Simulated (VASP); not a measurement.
Wanted: the native input for a VASP 6.6.1 run.

```
Task                   : single point
Functional             : PBEsol
Potentials or basis    : VASP PAW PBE potentials, release 64 (Ti_sv, Al)
Cutoff                 : 360 eV
k mesh                 : 9 × 9 × 9
Occupations            : methfessel-paxton, width 0.1 eV
Spin                   : no spin polarisation
Tolerance level        : standard
Purpose                : energy
Further INCAR settings : ADDGRID = False; ALGO = Normal; EDIFF = 1e-06; NBANDS = 23
```

The structure of TiAl3 lies in POSCAR:

```
TiAl3
1.0
    3.9556712500      0.0000000000      0.0000000000
    0.0000000000      3.9556712500      0.0000000000
    0.0000000000      0.0000000000      4.0150063187
Ti Al
1 3
Direct
    0.0000000000      0.0000000000      0.0000000000
    0.0000000000      0.5000000000      0.5000000000
    0.5000000000      0.0000000000      0.5000000000
    0.5000000000      0.5000000000      0.0101120600
```

This cell differs from its parent crystal: last atom moved by 0.04 Å along z, cell strained by +1.5% along z.

These files were run (other wordings do the same):

INCAR

```
ADDGRID = False ; ALGO = Normal
EDIFF = 1E-6 ; ENCUT = 360
GGA = PS ; GGA_COMPAT = False
ISIF = 2 ; ISMEAR = 1
LASPH = True ; LCHARG = False
LREAL = False ; LWAVE = False
NBANDS = 23 ; NELM = 120
PREC = Accurate ; SIGMA = 0.1
```

KPOINTS

```
Automatic mesh
0
Gamma
  9 9 9
  0 0 0
```

Potentials or basis: VASP PAW PBE potentials, release 64 (Ti_sv, Al).

Command:

```console
$ cat potpaw_PBE.64/Ti_sv/POTCAR potpaw_PBE.64/Al/POTCAR > POTCAR
$ mpirun -np 1 vasp_std > vasp.out
```

Results of the run:

- Pressure: -2.3 GPa
- Largest force: 0.256 eV/Å
- Band gap on the k mesh: zero (an odd number of electrons rules out a gap without spin polarisation)

Caveat: the cell differs from its parent crystal (last atom moved by 0.04 Å along z, cell strained by +1.5% along z); the PAW data sets were made with another functional, which shifts forces and pressure a little.

Run time: 42 s on 1 thread of Intel(R) Xeon(R) Platinum 8259CL CPU @ 2.50GHz (Skylake/Cascade Lake), on a shared host, peak memory 0.18 GiB.
